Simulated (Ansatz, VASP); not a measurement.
## AlN in VASP and in Ansatz

```
Al N
1.0
     2.94243    0.00000    0.00000
    -1.47121    2.87352    0.00000
     0.00000    0.00000    5.01798
Al N
2 2
Direct
  0.33333 0.66667 0.00173
  0.66667 0.33333 0.50173
  0.33333 0.66667 0.38327
  0.66667 0.33333 0.88327
```

Change from the starting cell: strain -0.0600 x Voigt [1, -1, 0, 0, 0, 0], atoms carried along.

Alike in both runs: task single point; functional PBE; k mesh 12 × 12 × 6; occupations gaussian, width 0.05 eV; no spin polarisation.

|  | VASP | Ansatz |
| --- | --- | --- |
| version | VASP 6.6.1 | Ansatz 0.2.0 |
| potentials or method | VASP PAW PBE potentials, release 64 (Al, N), cutoff 520 eV | scalar-relativistic, plane waves, PAW |
| valence electrons in the cell | 16 | 16 |

VASP gave:

```
gap on the k mesh at the Fermi level (eV)                     : 3.68
least direct gap on the mesh (eV)                             : 3.68
pressure (GPa)                                                : 2.0
traceless stress, the component that is largest in VASP (GPa) : 22.00
rms of the force components (eV/Å)                            : 0.512
```

Q: Which values does Ansatz return?

A: gap on the k mesh at the Fermi level (eV): 3.68; least direct gap on the mesh (eV): 3.68; pressure (GPa): 2.3; traceless stress, the component that is largest in VASP (GPa): 21.87; rms of the force components (eV/Å): 0.508.

Atom by atom the forces differ by 0.003 eV/Å (rms over components).
